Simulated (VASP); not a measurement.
# MgAl16N16 (a cell with a defect) in VASP: a series of runs

Runs on MgAl16N16 (a cell with a defect). Level: PBE. Tasks: single point.

All numbers are computed with VASP 6.6.1; they aren't measurements. Logs are shortened: lines on timing, memory, paths and dates and some standing lists are left out, and cuts for length are marked.

## 1. The cell of the first run

The cell holds a defect, 33 atoms: a = 6.260 Å, b = 6.260 Å, c = 10.035 Å, α = 90.00°, β = 90.00°, γ = 120.00°.

## 2. Single point, PBE

Contents of INCAR:

```
SYSTEM = MgAl16N16
PREC = Accurate
ENCUT = 520
EDIFF = 1E-6
ISMEAR = -1
SIGMA = 0.01
LREAL = Auto
LASPH = .TRUE.
NELM = 120
ALGO = Normal
ISIF = 2
LWAVE = .FALSE.
LCHARG = .FALSE.
GGA = PE
NBANDS = 87
GGA_COMPAT = .FALSE.
```

Contents of KPOINTS:

```
regular mesh
0
G
  1 1 1
  0 0 0
```

Contents of POSCAR:

```
MgAl16N16
1.0
    6.2595139365      0.0000000578      0.0000000000
   -3.1297570183      5.4208980555      0.0000000000
    0.0000000000      0.0000000000     10.0348064907
Al N Mg
16 16 1
Direct
    0.3926640054      0.1930357282      0.2459375145
    0.1750292786      0.3460883830      0.5145250814
    0.3314718614      0.1657968485      0.7462461574
    0.1632810689      0.3285742354      1.0036719397
    0.3326606777      0.6677129524      0.2540848643
    0.1723356597      0.8278043746      0.5116868910
    0.3330194942      0.6673133950      0.7629726902
    0.1631955897      0.8368396668      1.0026355918
    0.7992541910      0.2000237223      0.2470820748
    0.6702766072      0.3294201146      0.4797502831
    0.8355313972      0.1649577453      0.7464578866
    0.6649317927      0.3352768185      0.9608843213
    0.8066255347      0.6079713491      0.2455834781
    0.6543690053      0.8252957817      0.5143842478
    0.8343364905      0.6687437192      0.7462099328
    0.6716656813      0.8372758007      1.0035802361
    0.3156088747      0.1608809655      0.4487637050
    0.1624063610      0.3224052570      0.1987151905
    0.3203137449      0.1625911746      0.9324387696
    0.1733570110      0.3407239232      0.6978193523
    0.3325523856      0.6678643500      0.4445131968
    0.1612106579      0.8387104613      0.1958369580
    0.3316281986      0.6686764540      0.9510141489
    0.1706192240      0.8295368143      0.6951360751
    0.8456003643      0.1547261246      0.4550697148
    0.6642092188      0.3358368243      0.1367663765
    0.8362363746      0.1644316652      0.9342121001
    0.6686494886      0.3316475731      0.6877942574
    0.8394153480      0.6845655134      0.4482589485
    0.6778092078      0.8379338400      0.1985525996
    0.8370266294      0.6796297868      0.9324457050
    0.6595447813      0.8271106426      0.6976685337
   -0.0024337442      0.0030938782      0.3351335465
```

Potentials or basis: VASP PAW PBE potentials, release 64 (Al, N, Mg).

Command:

```
$ cat potpaw_PBE.64/Al/POTCAR potpaw_PBE.64/N/POTCAR potpaw_PBE.64/Mg/POTCAR > POTCAR
$ mpirun -np 1 vasp_gam > vasp.out
```

OUTCAR:

```text
SYSTEM = MgAl16N16
   PREC = Accurate
   ENCUT = 520
   EDIFF = 1E-6
   ISMEAR = -1
   LREAL = Auto
   LASPH = .TRUE.
   NELM = 120
   ISIF = 2
   GGA = PE

 ion  position               nearest neighbor table
   1  0.393  0.193  0.246-  26 1.84  22 2.01  18 2.03  17 2.08  33 2.32   9 2.52  13 2.59  10 2.79
                             5 3.12   8 3.13   4 3.15   5 3.18  12 3.22   6 3.33
   2  0.175  0.346  0.515-  20 1.84  21 1.88  25 1.89  17 1.89  33 2.59   3 2.96  11 2.97  14 3.00
                             6 3.02   7 3.04  10 3.13   5 3.14  10 3.17   6 3.24  14 3.26
   3  0.331  0.166  0.746-  19 1.87  20 1.87  24 1.89  28 1.92  12 2.81   2 2.96   6 2.98  11 3.10
                            15 3.11   7 3.13   8 3.13   7 3.14   4 3.15  15 3.15  11 3.16  10 3.24
   4  0.163  0.329  0.004-  19 1.89  27 1.90  23 1.92  18 1.96   7 3.03  16 3.08   8 3.08   5 3.11
                            11 3.13   3 3.15   1 3.15  12 3.15   9 3.16  12 3.17   8 3.18  16 3.18
   5  0.333  0.668  0.254-  21 1.91  22 1.95  30 1.95  18 1.95   4 3.11  16 3.11   6 3.11   1 3.12
                             8 3.12  13 3.12  14 3.14   2 3.14   9 3.15   9 3.15  13 3.17   1 3.18
   6  0.172  0.828  0.512-  24 1.84  21 1.86  17 1.92  29 1.92  33 2.60  15 2.98   3 2.98   2 3.02
                            14 3.03   7 3.06   5 3.11  10 3.14  10 3.15  14 3.23   2 3.24   1 3.33
   7  0.333  0.667  0.763-  24 1.89  23 1.89  20 1.89  32 1.89   8 3.03  16 3.03   4 3.03   2 3.04
                            14 3.04   6 3.06   3 3.13  15 3.13  11 3.13  11 3.13  15 3.14   3 3.14
   8  0.163  0.837  0.003-  23 1.90  19 1.90  31 1.90  22 1.94   7 3.03   4 3.08  16 3.08   5 3.12
                            13 3.13   1 3.13  15 3.13   3 3.13  12 3.16  12 3.16  16 3.18   4 3.18
   9  0.799  0.200  0.247-  26 1.84  30 2.06  18 2.06  25 2.15  33 2.32   1 2.52  13 2.53  10 2.72
                             5 3.15   5 3.15  16 3.15   4 3.16  12 3.22
  10  0.670  0.329  0.480-  25 1.91  17 1.95  29 1.95  28 2.09   9 2.72   1 2.79  13 2.79  14 3.13
                             2 3.13   6 3.14   6 3.15   2 3.17  14 3.17  11 3.22   3 3.24  15 3.25
  11  0.836  0.165  0.746-  27 1.88  20 1.90  32 1.90  28 1.90  12 2.84   2 2.97  14 2.97   3 3.10
                            15 3.10  16 3.13   4 3.13   7 3.13   7 3.13  15 3.16   3 3.16  10 3.22
  12  0.665  0.335  0.961-  26 1.76  27 1.87  31 1.89  19 1.89   3 2.81  15 2.81  11 2.84   4 3.15
                            16 3.15   8 3.16   8 3.16  16 3.17   4 3.17  13 3.22   1 3.22   9 3.22
  13  0.807  0.608  0.246-  26 1.84  22 2.01  30 2.03  29 2.08  33 2.32   9 2.53   1 2.59  10 2.79
                             5 3.12   8 3.13  16 3.14   5 3.17  12 3.22   6 3.33
  14  0.654  0.825  0.514-  32 1.84  21 1.88  25 1.89  29 1.89  33 2.59  15 2.96  11 2.97   2 3.00
                             6 3.03   7 3.04  10 3.13   5 3.14  10 3.17   6 3.23   2 3.26
  15  0.834  0.669  0.746-  31 1.87  32 1.87  24 1.89  28 1.92  12 2.81  14 2.96   6 2.98  11 3.10
                             3 3.11   8 3.13   7 3.13   7 3.14  16 3.15   3 3.15  11 3.16  10 3.25
  16  0.672  0.837  0.004-  31 1.89  27 1.91  23 1.92  30 1.96   7 3.03   4 3.08   8 3.08   5 3.11
                            11 3.13  13 3.14  15 3.15  12 3.15   9 3.15  12 3.17   8 3.18   4 3.18
  17  0.316  0.161  0.449-   2 1.89   6 1.92  10 1.95  33 2.07   1 2.08
  18  0.162  0.322  0.199-   5 1.95   4 1.96   1 2.03   9 2.06  33 2.21
  19  0.320  0.163  0.932-   3 1.87  12 1.89   4 1.89   8 1.90
  20  0.173  0.341  0.698-   2 1.84   3 1.87   7 1.89  11 1.90
  21  0.333  0.668  0.445-   6 1.86  14 1.88   2 1.88   5 1.91
  22  0.161  0.839  0.196-   8 1.94   5 1.95  13 2.01   1 2.01  33 2.26
  23  0.332  0.669  0.951-   7 1.89   8 1.90  16 1.92   4 1.92
  24  0.171  0.830  0.695-   6 1.84   7 1.89   3 1.89  15 1.89
  25  0.846  0.155  0.455-  14 1.89   2 1.89  10 1.91  33 2.04   9 2.15
  26  0.664  0.336  0.137-  12 1.76   1 1.84  13 1.84   9 1.84
  27  0.836  0.164  0.934-  12 1.87  11 1.88   4 1.90  16 1.91
  28  0.669  0.332  0.688-  11 1.90  15 1.92   3 1.92  10 2.09
  29  0.839  0.685  0.448-  14 1.89   6 1.92  10 1.95  33 2.07  13 2.08
  30  0.678  0.838  0.199-   5 1.95  16 1.96  13 2.03   9 2.06  33 2.21
  31  0.837  0.680  0.932-  15 1.87  12 1.89  16 1.89   8 1.90
  32  0.660  0.827  0.698-  14 1.84  15 1.87   7 1.89  11 1.90
  33  0.998  0.003  0.335-  25 2.04  29 2.07  17 2.07  18 2.21  30 2.21  22 2.26   9 2.32   1 2.32
                            13 2.32  14 2.59   2 2.59   6 2.60

  LATTYP: Found a hexagonal cell.
 ALAT       =     6.2595139365
 C/A-ratio  =     1.6031287082

  Lattice vectors:

 A1 = (   6.2595139365,   0.0000000578,   0.0000000000)
 A2 = (  -3.1297570183,   5.4208980555,   0.0000000000)
 A3 = (   0.0000000000,   0.0000000000,  10.0348064907)

Analysis of symmetry for initial positions (statically):
=====================================================================
 Subroutine PRICEL returns:
 Original cell was already a primitive cell.

 Routine SETGRP: Setting up the symmetry group for a
 hexagonal supercell.

 Subroutine GETGRP returns: Found  1 space group operations
 (whereof  1 operations were pure point group operations)
 out of a pool of 24 trial point group operations.

The static configuration has the point symmetry C_1 .

Analysis of symmetry for dynamics (positions and initial velocities):
=====================================================================
 Subroutine PRICEL returns:
 Original cell was already a primitive cell.

 Routine SETGRP: Setting up the symmetry group for a
 hexagonal supercell.

 Subroutine GETGRP returns: Found  1 space group operations
 (whereof  1 operations were pure point group operations)
 out of a pool of 24 trial point group operations.

The dynamic configuration has the point symmetry C_1 .
[... 91 lines left out ...]

 KPOINTS: regular mesh

Automatic generation of k-mesh.
 Grid dimensions read from file:
 generate k-points for:    1    1    1

 Generating k-lattice:

  Cartesian coordinates                     Fractional coordinates (reciprocal lattice)
     0.159756813  0.092235641  0.000000000     1.000000000  0.000000000  0.000000000
    -0.000000002  0.184471278  0.000000000     0.000000000  1.000000000  0.000000000
     0.000000000  0.000000000  0.099653142     0.000000000  0.000000000  1.000000000

  Length of vectors
     0.184471278  0.184471278  0.099653142

  Shift w.r.t. Gamma in fractional coordinates (k-lattice)
     0.000000000  0.000000000  0.000000000

 Subroutine IBZKPT returns following result:
 ===========================================

 Found      1 irreducible k-points:

 Following reciprocal coordinates:
            Coordinates               Weight
  0.000000  0.000000  0.000000      1.000000
   k-points           NKPTS =      1   k-points in BZ     NKDIM =      1   number of bands    NBANDS=     87
   number of dos      NEDOS =    301   number of ions     NIONS =     33
   total plane-waves  NPLWV = 184320
   dimension x,y,z NGX =    48 NGY =   48 NGZ =   80
   dimension x,y,z NGXF=    96 NGYF=   96 NGZF=  160
   ions per type =              16  16   1
   NGX,Y,Z   is equivalent  to a cutoff of  12.75, 12.75, 13.25 a.u.
   NGXF,Y,Z  is equivalent  to a cutoff of  25.50, 25.50, 26.51 a.u.
 SYSTEM =  MgAl16N16
   PREC   = accura    normal or accurate (medium, high low for compatibility)
   ISTART =      0    job   : 0-new  1-cont  2-samecut
   ICHARG =      2    charge: 1-file 2-atom 10-const
   ISPIN  =      1    spin polarized calculation?
   LNONCOLLINEAR =      F non collinear calculations
   LSORBIT =      F    spin-orbit coupling
   LASPH  =      T    aspherical Exc in radial PAW
   ENCUT  =  520.0 eV  38.22 Ry    6.18 a.u.  11.64 11.64 18.66*2*pi/ulx,y,z
   NELM   =    120;   NELMIN=  2; NELMDL= -5     # of ELM steps
   EDIFF  = 0.1E-05   stopping-criterion for ELM
   LREAL  =      T    real-space projection
   EDIFFG = 0.1E-04   stopping-criterion for IOM
   NSW    =      0    number of steps for IOM
   IBRION =     -1    ionic relax: 0-MD 1-quasi-New 2-CG
   NFREE  =      0    steps in history (QN), initial steepest desc. (CG)
   ISIF   =      2    stress and relaxation
   ISYM   =      2    0-nonsym 1-usesym 2-fastsym
   POTIM  = 0.5000    time-step for ionic-motion
   TEBEG  =    0.0;   TEEND  =   0.0 temperature during run
   PSTRESS=    0.0 pullay stress
   NELECT =     130.0000    total number of electrons
   NUPDOWN=      -1.0000    fix difference up-down
   EMIN   =  10.00;   EMAX   =-10.00  energy-range for DOS
   EFERMI =   0.00;   METHOD = LEGACY
   ISMEAR =    -1;   SIGMA  =   0.01  broadening in eV -4-tet -1-fermi 0-gaus
   EFERMI_NEDOS =   21; number of points for ismear=-14 and -15
   IALGO  =     38    algorithm
   IMIX   =      4    mixing-type and parameters
     AMIX     =   0.40;   BMIX     =  1.00
     AMIX_MAG =   1.60;   BMIX_MAG =  1.00
  volume/ion in A,a.u.               =      10.32        69.63
  Fermi-wavevector in a.u.,A,eV,Ry     =   1.187633  2.244301 19.190645  1.410473
  Thomas-Fermi vector in A             =   2.323780
   LORBIT       =      0    0 simple, 1 ext, 2 COOP (PROOUT), +10 PAW based schemes
   GGA     = PE    functional components
   LHFCALC =     F    Hartree Fock is set to
   AEXX    =    0.0000 exact exchange contribution
   IVDW    =     0    specifies the selected vdW correction
   LEPSILON=     F    determine dielectric tensor
   LRPA    =     F    only Hartree local field effects (RPA)
 non-spin polarized calculation
  energy-cutoff  :      520.00
  volume of cell :      340.50
 maximum number of plane-waves:      4582
 NGX is ok and might be reduce to    48
   NGX = 23   NGY = 23   NGZ = 37

 number of electron     130.0000002 magnetization

 Free energy of the ion-electron system (eV)
  ---------------------------------------------------
  ext. energy  EPLUGINS =         0.00000000
  ---------------------------------------------------
  free energy    TOTEN  =      -222.42570567 eV

  energy without entropy =     -222.42570567  energy(sigma->0) =     -222.42570567

 E-fermi :   8.8509     XC(G=0): -10.9612

 val. band max:        8.6028011327   @ k =   0.0000   0.0000   0.0000
 cond. band min:      10.1066484622   @ k =   0.0000   0.0000   0.0000
 fundamental gap:      1.5038473295
 Fermi energy:         8.8508819796

 k-point     1 :       0.0000    0.0000    0.0000
  band No.  band energies     occupation
      1      -8.7802      2.00000
      2      -7.9147      2.00000
      3      -7.8389      2.00000
      4      -6.8668      2.00000
      5      -6.7840      2.00000
      6      -6.7566      2.00000
[... 69 lines left out ...]
     76      12.2765      0.00000
     77      12.2794      0.00000
 [bands above 77 left out]

------------------------ aborting loop because EDIFF is reached ----------------------------------------

  FORCE on cell =-STRESS in cart. coord.  units (eV):
  Direction    XX          YY          ZZ          XY          YZ          ZX
  --------------------------------------------------------------------------------------
  -------------------------------------------------------------------------------------
  Total       24.9122768     23.0034601      7.2088708     -1.5508657     -0.4009284      0.5177773
  in kB      117.2203864    108.2387814     33.9200878     -7.2973287     -1.8864987      2.4363112
  external PRESSURE =      86.4597518 kB  Pullay stress =       0.0000000 kB

 VOLUME and BASIS-vectors are now :
 -----------------------------------------------------------------------------
  energy-cutoff  :      520.00
  volume of cell :      340.50
      direct lattice vectors                 reciprocal lattice vectors
     6.259513937  0.000000058  0.000000000     0.159756813  0.092235641  0.000000000
    -3.129757018  5.420898056  0.000000000    -0.000000002  0.184471278  0.000000000
     0.000000000  0.000000000 10.034806491     0.000000000  0.000000000  0.099653142

 POSITION                                       TOTAL-FORCE (eV/Angst)
 -----------------------------------------------------------------------------------
      1.85373      1.04643      2.46794        -0.706733     -0.201161     -0.618402
      0.01243      1.87611      5.16316        -0.090619     -0.401134     -0.304722
      1.55595      0.89877      7.48844        -0.027809     -0.186118     -0.492414
     -0.00630      1.78117      0.03685        -0.122574      0.059000     -0.572421
     -0.00749      3.61960      2.54969         0.145079     -0.102563     -0.405643
     -1.51209      4.48744      5.13468        -0.581730      0.337369     -0.239902
[... 25 lines left out ...]
      1.53977      4.48368      7.00097        -0.243361      0.092962      0.488535
      6.23460      0.01677      3.36300         0.077319     -0.044487      0.384175
 -----------------------------------------------------------------------------------
    total drift:                               -0.014534      0.006425     -0.001839

  FREE ENERGIE OF THE ION-ELECTRON SYSTEM (eV)
  ---------------------------------------------------
  free  energy   TOTEN  =      -222.4257056694 eV

  energy  without entropy=     -222.4257056694  energy(sigma->0) =     -222.42570567
```

It took 2.2 min on 1 thread of Intel Xeon 8259CL, shared host; peak memory 0.42 GiB.

What came out:

| Item | Value |
| --- | --- |
| Free energy | -222.4257 eV |
| Pressure | 8.6 GPa |
| Largest force | 1.125 eV/Å |
| Band gap on the k mesh | 1.50 eV |

Forces in eV/Å, atoms in the order of the input:
```
Al  -0.707 -0.201 -0.618
Al  -0.091 -0.401 -0.305
Al  -0.028 -0.186 -0.492
Al  -0.123  0.059 -0.572
Al   0.145 -0.103 -0.406
Al  -0.582  0.337 -0.240
Al   0.101 -0.060 -0.534
Al  -0.117  0.058 -0.681
Al   0.821 -0.447 -0.626
Al  -0.279  0.178  0.412
Al   0.231 -0.138 -0.403
Al  -0.078  0.038 -0.254
Al  -0.147  0.700 -0.617
Al   0.300  0.274 -0.302
Al   0.143  0.121 -0.482
Al  -0.109  0.069 -0.582
N    0.300 -0.279 -0.139
N   -0.174  0.338  0.691
N    0.285 -0.016  0.336
N   -0.217  0.179  0.481
N    0.062 -0.038  0.232
N    0.265 -0.153  0.991
N    0.163 -0.093  0.995
N   -0.043  0.015  0.545
N   -0.020  0.017 -0.152
N   -0.069  0.053  0.355
N    0.123 -0.082  0.195
N   -0.166  0.095  0.396
N    0.381 -0.153 -0.124
N   -0.383 -0.018  0.695
N    0.179 -0.212  0.333
N   -0.243  0.093  0.489
Mg   0.077 -0.044  0.384
```

Caveat: the k points lie up to 1.16 Å⁻¹ apart.

[end of part 1 of 2]
